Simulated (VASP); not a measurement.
Here is a VASP 6.6.1 calculation.

INCAR

```
SYSTEM = SnSe
ALGO     = Normal         ! electronic algorithm
EDIFF    = 1E-8           ! SCF threshold, eV
ENCUT    = 600            ! plane-wave cutoff, eV
IBRION   = 6              ! ionic algorithm
ISIF     = 3              ! what is computed and relaxed
ISMEAR   = 0              ! smearing method
LASPH    = .TRUE.         ! aspherical terms in the spheres
LCHARG   = .TRUE.         ! write CHGCAR
LMIXTAU  = .TRUE.       
LREAL    = .FALSE.        ! projectors in reciprocal space
LWAVE    = .FALSE.        ! write WAVECAR
METAGGA  = R2SCAN         ! meta-GGA
NBANDS   = 17             ! bands
NELM     = 60             ! most SCF steps
NFREE    = 2            
NSW      = 1              ! ionic steps
POTIM    = 0.015          ! step
PREC     = Accurate       ! precision mode
SIGMA    = 0.01           ! smearing width, eV
```

The input KPOINTS:

```
k-points
0
G
  7 7 7
  0 0 0
```

File POSCAR:

```
SnSe
1.0
    0.0000000000      3.0100000000      3.0100000000
    3.0100000000      0.0000000000      3.0100000000
    3.0100000000      3.0100000000      0.0000000000
Sn Se
1 1
Direct
    0.0000000000      0.0000000000      0.0000000000
    0.5000000000      0.5000000000      0.5000000000
```

Potentials or basis: VASP PAW PBE potentials, release 64 (Sn_d, Se).

The run is started by

```bash
$ cat potpaw_PBE.64/Sn_d/POTCAR potpaw_PBE.64/Se/POTCAR > POTCAR
$ mpirun -np 1 vasp_std > vasp.out
```

What does it give for the elastic constants C11, C12, C44?

135, 12, 20 GPa.

Predict the Voigt bulk modulus.

53 GPa.

What does it give for the most unstable mode?

49i cm⁻¹.

Phonon frequencies in cm⁻¹ (negative: imaginary):
```
              q point        frequencies
(0.000, 0.000, 0.000)  -49 -49 -49 0 0 0
```

Caveat: some modes are imaginary; the PAW data sets were made with another functional, which shifts forces and pressure a little.
